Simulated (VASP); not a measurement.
# TiO2 (P4_2/mnm) in VASP: further runs, part 2 of 2

VASP 6.6.1.

## 3. Single point, PBE

This run uses another cell than the first one, of 10.23 Å³/atom, 0.980 times its volume.

INCAR reads:

```
SYSTEM = TiO2
  ALGO = Normal
  EDIFF = 1E-6
  ENCUT = 600
  GGA = PE
  GGA_COMPAT = .False.
  ISIF = 2
  ISMEAR = -1
  LASPH = .True.
  LCHARG = .False.
  LREAL = .False.
  LWAVE = .False.
  NBANDS = 33
  NELM = 120
  PREC = Accurate
  SIGMA = 0.05
```

KPOINTS reads:

```
k-points
0
Gamma
  6 6 9
  0 0 0
```

POSCAR reads:

```
TiO2
1.0
    4.5689650023      0.0000000000      0.0000000000
    0.0000000000      4.5689650023      0.0000000000
    0.0000000000      0.0000000000      2.9393524679
Ti O
2 4
Direct
    0.0000000000      0.0000000000      0.5000000000
    0.5000000000      0.5000000000      0.0000000000
    0.3043213200      0.3043213200      0.5000000000
    0.1956786800      0.8043213200      0.0000000000
    0.8043213200      0.1956786800      0.0000000000
    0.6956786800      0.6956786800      0.5000000000
```

Potentials or basis: VASP PAW PBE potentials, release 64 (Ti_sv, O).

The run is started by

```
$ cat potpaw_PBE.64/Ti_sv/POTCAR potpaw_PBE.64/O/POTCAR > POTCAR
$ mpirun -np 1 vasp_std > vasp.out
```

It took 48 s on 1 thread of Intel Xeon 6975P-C (Granite Rapids), shared host; peak memory 0.24 GiB.

It converged, with:

| Quantity | Value |
| --- | --- |
| Free energy | -53.6007 eV |
| Pressure | 9.9 GPa |
| Largest force | 0.118 eV/Å |
| Band gap on the k mesh | 1.89 eV, direct |

Forces on the atoms (eV/Å):
```
Ti   0.000  0.000  0.000
Ti   0.000  0.000  0.000
O   -0.083 -0.083  0.000
O    0.083 -0.083  0.000
O   -0.083  0.083  0.000
O    0.083  0.083  0.000
```

Stress tensor (GPa, compression positive):
```
 9.63  0.00  0.00
 0.00  9.63  0.00
 0.00  0.00 10.38
```

Levels at points of the mesh, in eV from the valence-band top:
```csv
k point,band 22,band 23,band 24,band 25,band 26,band 27
"(0.00, 0.00, 0.00)",-0.46,-0.46,0.00,1.89,2.19,2.44
"(0.50, 0.00, 0.00)",-1.66,-0.76,-0.76,2.58,2.58,3.09
"(0.50, 0.50, 0.00)",-1.32,-1.08,-1.08,1.93,1.93,2.57
```

## 4. Single point, PBE

This run uses another cell than the first one, of 10.85 Å³/atom, 1.040 times its volume.

INCAR reads:

```
SYSTEM = TiO2
PREC = Accurate
ENCUT = 600
EDIFF = 1E-6
ISMEAR = -1
SIGMA = 0.05
LREAL = .FALSE.
LASPH = .TRUE.
NELM = 120
ALGO = Normal
ISIF = 2
LWAVE = .FALSE.
LCHARG = .FALSE.
GGA = PE
NBANDS = 33
GGA_COMPAT = .FALSE.
```

KPOINTS reads:

```
regular mesh
0
G
  6 6 9
  0 0 0
```

POSCAR: that of step 3 with these lines changed.

```diff
@@ -2,5 +2,5 @@
 1.0
-    4.5689650023      0.0000000000      0.0000000000
-    0.0000000000      4.5689650023      0.0000000000
-    0.0000000000      0.0000000000      2.9393524679
+    4.6603684408      0.0000000000      0.0000000000
+    0.0000000000      4.6603684408      0.0000000000
+    0.0000000000      0.0000000000      2.9981550462
 Ti O
```

The run is started by

```
$ cat potpaw_PBE.64/Ti_sv/POTCAR potpaw_PBE.64/O/POTCAR > POTCAR
$ mpirun -np 1 vasp_std > vasp.out
```

Wall time 48 s (1 thread of Intel Xeon 6975P-C (Granite Rapids), shared host); peak memory 0.25 GiB.

It converged, with:

- Free energy: -53.6691 eV
- Pressure: -4.2 GPa
- Largest force: 0.157 eV/Å
- Band gap on the k mesh: 1.75 eV, direct

Forces in eV/Å, atoms in the order of the input:
```
Ti   0.000  0.000  0.000
Ti   0.000  0.000  0.000
O    0.111  0.111  0.000
O   -0.111  0.111  0.000
O    0.111 -0.111  0.000
O   -0.111 -0.111  0.000
```

Stress tensor (GPa, compression positive):
```
-3.32  0.00  0.00
 0.00 -3.32  0.00
 0.00  0.00 -6.03
```

Levels at points of the mesh, in eV from the valence-band top:
| k point | band 20 | band 21 | band 22 | band 23 | band 24 | band 25 | band 26 | band 27 | band 28 | band 29 |
| --- | --- | --- | --- | --- | --- | --- | --- | --- | --- | --- |
| (0.00, 0.00, 0.00) | -1.95 | -0.72 | -0.45 | -0.45 | 0.00 | 1.75 | 2.01 | 2.25 | 2.34 | 2.34 |
| (0.50, 0.00, 0.00) | -2.99 | -1.61 | -1.61 | -0.71 | -0.71 | 2.36 | 2.36 | 2.83 | 2.83 | 3.34 |
| (0.50, 0.50, 0.00) | -2.08 | -1.30 | -1.30 | -1.07 | -1.07 | 1.77 | 1.77 | 2.36 | 2.36 | 3.59 |

A k mesh can miss the band edges. A hybrid or GW would open this gap; PBE tends to underestimate it.

## 5. Single point, PBE+U

This run uses another cell than the first one, of 10.75 Å³/atom, 1.030 times its volume.

INCAR reads:

```
SYSTEM = TiO2
PREC     = Accurate       ! precision mode
ENCUT    = 600            ! plane-wave cutoff, eV
EDIFF    = 1E-6           ! SCF threshold, eV
ISMEAR   = -1             ! smearing method
SIGMA    = 0.05           ! smearing width, eV
LREAL    = .False.        ! projectors in reciprocal space
LASPH    = .True.         ! aspherical terms in the spheres
NELM     = 200            ! most SCF steps
ALGO     = Normal         ! electronic algorithm
ISIF     = 2              ! what is computed and relaxed
LWAVE    = .False.        ! write WAVECAR
LCHARG   = .False.        ! write CHGCAR
LMAXMIX  = 4              ! l up to which the mixer works
LDAU     = .True.         ! DFT+U
LDAUTYPE = 2            
LDAUL    = 2 -1           ! shell
LDAUU    = 3 0            ! U, eV
LDAUJ    = 0 0          
LDAUPRINT= 1            
GGA      = PE             ! functional
NBANDS   = 33             ! bands
GGA_COMPAT= .False.
```

KPOINTS reads:

```
regular mesh
0
Gamma
  6 6 9
  0 0 0
```

POSCAR reads:

```
TiO2
1.0
    4.6409113308      0.0000000000      0.0000000000
    0.0000000000      4.6409113308      0.0000000000
    0.0000000000      0.0000000000      2.9948056074
Ti O
2 4
Direct
    0.0000000000      0.0000000000      0.5000000000
    0.5000000000      0.5000000000      0.0000000000
    0.3055063966      0.3055063966      0.5000000000
    0.1944936034      0.8055063966      0.0000000000
    0.8055063966      0.1944936034      0.0000000000
    0.6944936034      0.6944936034      0.5000000000
```

The run is started by

```
$ cat potpaw_PBE.64/Ti_sv/POTCAR potpaw_PBE.64/O/POTCAR > POTCAR
$ mpirun -np 1 vasp_std > vasp.out
```

Wall time 48 s (1 thread of Intel Xeon 6975P-C (Granite Rapids), shared host); peak memory 0.25 GiB.

It converged, with:

```
Free energy            : -49.7153 eV
Pressure               : 3.1 GPa
Largest force          : 0.120 eV/Å
Band gap on the k mesh : 2.18 eV, direct
```

Forces on the atoms (eV/Å):
```
Ti   0.000  0.000  0.000
Ti   0.000  0.000  0.000
O   -0.085 -0.085  0.000
O    0.085 -0.085  0.000
O   -0.085  0.085  0.000
O    0.085  0.085  0.000
```

Stress tensor (GPa, compression positive):
```
2.82 0.00 0.00
0.00 2.82 0.00
0.00 0.00 3.52
```

Levels at points of the mesh, in eV from the valence-band top:
| k point | band 22 | band 23 | band 24 | band 25 | band 26 | band 27 |
| --- | --- | --- | --- | --- | --- | --- |
| (0.00, 0.00, 0.00) | -0.48 | -0.48 | 0.00 | 2.18 | 2.42 | 2.70 |
| (0.50, 0.00, 0.00) | -1.66 | -0.74 | -0.74 | 2.78 | 2.78 | 3.25 |
| (0.50, 0.50, 0.00) | -1.40 | -1.11 | -1.11 | 2.19 | 2.19 | 2.78 |

Eigenvalues of the final occupation matrices:
```csv
site,spin,trace,eigenvalues
site 1 d,1,0.80,0.08 0.10 0.10 0.24 0.27
site 1 d,2,0.80,0.08 0.10 0.10 0.24 0.27
site 2 d,1,0.80,0.08 0.10 0.10 0.24 0.27
site 2 d,2,0.80,0.08 0.10 0.10 0.24 0.27
```

A k mesh can miss the band edges.

## 6. Single point, PBEsol (volume scaled by 0.94)

INCAR reads:

```
SYSTEM = TiO2
PREC = Accurate ; ENCUT = 520
EDIFF = 1E-6 ; ISMEAR = -1
SIGMA = 0.05 ; LREAL = .FALSE.
LASPH = .TRUE. ; NELM = 100
ALGO = Normal ; ISIF = 2
LWAVE = .FALSE. ; LCHARG = .FALSE.
GGA = PS ; NBANDS = 33
```

KPOINTS reads:

```
Automatic mesh
0
G
  6 6 9
  0 0 0
```

POSCAR reads:

```
TiO2
1.0
    4.5059367448      0.0000000000      0.0000000000
    0.0000000000      4.5059367448      0.0000000000
    0.0000000000      0.0000000000      2.8988044961
Ti O
2 4
Direct
    0.0000000000      0.0000000000      0.5000000000
    0.5000000000      0.5000000000      0.0000000000
    0.3043213200      0.3043213200      0.5000000000
    0.1956786800      0.8043213200      0.0000000000
    0.8043213200      0.1956786800      0.0000000000
    0.6956786800      0.6956786800      0.5000000000
```

Potentials or basis: VASP PAW PBE potentials, release 64 (Ti_sv, O).

The run is started by

```
$ cat potpaw_PBE.64/Ti_sv/POTCAR potpaw_PBE.64/O/POTCAR > POTCAR
$ mpirun -np 1 vasp_std > vasp.out
```

Run time: 2.6 min. Hardware: 1 thread of AMD EPYC 7R43 (Zen 3), shared host; peak memory 0.19 GiB.

The run converged. Its results:

```yaml
Free_energy: -55.9542 eV
Pressure: 14.5 GPa
Largest_force: 0.267 eV/Å
Band_gap_on_the_k_mesh: 1.95 eV, direct
```

Forces on the atoms (eV/Å):
```
Ti   0.000  0.000  0.000
Ti   0.000  0.000  0.000
O   -0.189 -0.189  0.000
O    0.189 -0.189  0.000
O   -0.189  0.189  0.000
O    0.189  0.189  0.000
```

Stress tensor (GPa, compression positive):
```
13.70  0.00  0.00
 0.00 13.70  0.00
 0.00  0.00 16.15
```

Levels at points of the mesh, in eV from the valence-band top:
| k point | band 20 | band 21 | band 22 | band 23 | band 24 | band 25 | band 26 | band 27 | band 28 | band 29 |
| --- | --- | --- | --- | --- | --- | --- | --- | --- | --- | --- |
| (0.00, 0.00, 0.00) | -2.05 | -0.70 | -0.46 | -0.46 | 0.00 | 1.95 | 2.27 | 2.55 | 2.66 | 2.66 |
| (0.50, 0.00, 0.00) | -3.20 | -1.72 | -1.72 | -0.81 | -0.81 | 2.71 | 2.71 | 3.26 | 3.26 | 3.84 |
| (0.50, 0.50, 0.00) | -2.41 | -1.33 | -1.33 | -1.09 | -1.09 | 2.00 | 2.00 | 2.69 | 2.69 | 4.15 |

Caveat: the cell differs from its parent crystal (volume scaled by 0.94); the PAW data sets were made with another functional, which shifts forces and pressure a little.

## 7. Overview

| task | level | U | cell | cutoff (eV) | gap on the mesh (eV) | pressure (GPa) | largest force (eV/Å) |
| --- | --- | --- | --- | --- | --- | --- | --- |
| relaxation of cell and atoms | PBEsol+D3(BJ) | - | relaxed from a = 4.600, b = 4.600, c = 2.959 Å, 6 atoms | 600 | 1.84 | 0.1 | - |
| single point | PBE | - | a = 4.569, b = 4.569, c = 2.939 Å, 6 atoms | 600 | 1.89 | 9.9 | 0.12 |
| single point | PBE | - | a = 4.660, b = 4.660, c = 2.998 Å, 6 atoms | 600 | 1.75 | -4.2 | 0.16 |
| single point | PBE+U | Ti d U = 3.0 eV | a = 4.641, b = 4.641, c = 2.995 Å, 6 atoms | 600 | 2.18 | 3.1 | 0.12 |
| single point | PBEsol | - | a = 4.506, b = 4.506, c = 2.899 Å, 6 atoms | 520 | 1.95 | 14.5 | 0.27 |

Alike in all rows: potentials or basis VASP PAW PBE potentials, release 64 (Ti_sv, O); no spin polarisation; k mesh 6 × 6 × 9; smearing fermi-dirac 0.05 eV.

Caveats: the PAW data sets were made with another functional, which shifts forces and pressure a little (some runs).

Absolute energies hang on the potentials; compare differences alone.
